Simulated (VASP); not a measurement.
A run of VASP 6.6.1 is set up as follows.

INCAR

```
  PREC = Accurate
  ENCUT = 520
  EDIFF = 1E-6
  ISMEAR = 0
  SIGMA = 0.01
  LREAL = F
  LASPH = T
  NELM = 100
  ALGO = Normal
  ISIF = 2
  LWAVE = F
  LCHARG = T
  LELF = T
  LVHAR = T
  NBANDS = 16
```

The input KPOINTS:

```
regular mesh
0
Gamma
  12 12 4
```

POSCAR

```
Si
1.0
    3.8321296558      0.0000000000      0.0000000000
   -1.9160648279      3.3187216325      0.0000000000
    0.0000000000      0.0000000000      6.3412164343
Si
4
Direct
    0.3333333333      0.6666666667      0.0005609359
    0.6666666667      0.3333333333      0.5005609359
    0.3333333333      0.6666666667      0.3744390641
    0.6666666667      0.3333333333      0.8744390641
```

Potentials or basis: VASP PAW LDA potentials, release 64 (Si).

Run with:

```sh
$ cat potpaw_LDA.64/Si/POTCAR > POTCAR
$ mpirun -np 1 vasp_std > vasp.out
```

Predict the pressure.

-2.2 GPa.

Estimate the band gap on the k mesh.

0.32 eV (least direct gap 0.93 eV).

What does it give for the largest force?

0.011 eV/Å.

Forces in eV/Å, atoms in the order of the input:
```
Si   0.000  0.000 -0.011
Si   0.000  0.000 -0.011
Si   0.000  0.000  0.011
Si   0.000  0.000  0.011
```

A k mesh can miss the band edges.
